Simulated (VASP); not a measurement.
Ga4AsN3: single point with PBE

The system is Ga4AsN3.

```
N As Ga
1.0
     1.67696    0.96820   11.38056
    -1.67696    0.96820   11.38056
     0.00000   -1.93639   11.38056
N As Ga
3 1 4
Direct
  0.00829 0.00829 0.00829
  0.74972 0.74972 0.74972
  0.49155 0.49155 0.49155
  0.24772 0.24772 0.24772
  0.69251 0.69251 0.69251
  0.43372 0.43372 0.43372
  0.17477 0.17477 0.17477
  0.95173 0.95173 0.95173
```

| Item | Value |
| --- | --- |
| Program | VASP 6.6.1 |
| Task | single point |
| Functional | PBE |
| Potentials or basis | VASP PAW PBE potentials, release 64 (N, As, Ga_d) |
| Cutoff | 520 eV |
| k mesh | 8 × 8 × 8 |
| Occupations | fermi-dirac, width 0.02 eV |
| Spin | no spin polarisation |

```json
{"Pressure": "4.2 GPa", "Largest force": "0.281 eV/Å", "Band gap on the k mesh": "zero (bands 36 and 37 overlap by 0.39 eV)"}
```

Forces on the atoms (eV/Å):
```
N    0.000  0.000  0.092
N    0.000  0.000  0.083
N    0.000  0.000  0.043
As   0.000  0.000 -0.281
Ga   0.000  0.000 -0.079
Ga   0.000  0.000 -0.062
Ga   0.000  0.000  0.111
Ga   0.000  0.000  0.094
```

Stress tensor (GPa, compression positive):
```
4.05 0.00 0.00
0.00 4.05 0.00
0.00 0.00 4.57
```

Levels at points of the mesh, in eV from the Fermi level:
```
           k point  band 33  band 34  band 35  band 36  band 37  band 38  band 39  band 40
(0.00, 0.00, 0.00)    -3.05    -2.73    -1.82     0.30     0.60     0.89     0.89     2.83
(0.50, 0.00, 0.00)    -4.34    -4.01    -3.96    -1.43     0.39     0.91     1.59     2.10
(0.50, 0.50, 0.00)    -4.71    -3.99    -3.31    -1.42    -0.09     0.88     1.72     1.89
(0.50, 0.50, 0.50)    -3.04    -3.04    -0.63    -0.47     0.70     0.89     0.89     2.92
```

Wall time 54 min on 1 thread of Intel(R) Xeon(R) 6975P-C (Granite Rapids), with other jobs on the host, peak memory 1.4 GiB.

Caveat: the cell stands under pressure; semilocal functionals underestimate gaps, so a narrow gap can read as zero.
